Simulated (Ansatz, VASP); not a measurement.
## One calculation of Al6W, two programs

```xyz
7
Lattice="0.0000 5.1211 4.4357 2.7611 0.0000 4.4357 2.7611 5.1211 0.0000" Properties=species:S:1:pos:R:3 pbc="T T T"
Al    4.1417    7.6817    5.5816
Al    1.3806    2.5606    1.1459
Al    1.3806    1.2288    3.3639
Al    1.3805    3.8924    3.3639
Al    4.1417    9.0135    7.7996
Al    4.1417    6.3499    7.7996
W     2.7611    5.1211   10.0071
```

Alike in both runs: functional PBE; k mesh 4 × 4 × 4; occupations gaussian, width 0.2 eV; no spin polarisation.

Ansatz relaxed the structure, and its values are those at the end. VASP's run is a single point on that final structure, the one shown.

```csv
,VASP,Ansatz
version,VASP 6.6.1,Ansatz 0.2.0
potentials or method,"VASP PAW PBE potentials, release 64 (Al, W_sv), cutoff 500 eV","scalar-relativistic, plane waves, PAW"
valence electrons in the cell,32,32
```

```csv
,VASP,Ansatz,Ansatz less VASP
gap on the k mesh at the Fermi level (eV),none,none,-
pressure (GPa),0.1,0.1,+0.03
rms of the force components (eV/Å),0.016,0.017,+0.0005
```

A gap of «none» marks a metal or a gap that the smearing closes. With one functional, cell and mesh, what is left measures potentials, basis and numerics.

The k mesh is coarse, so the values compare programs but aren't converged. Spin-orbit coupling is off throughout.
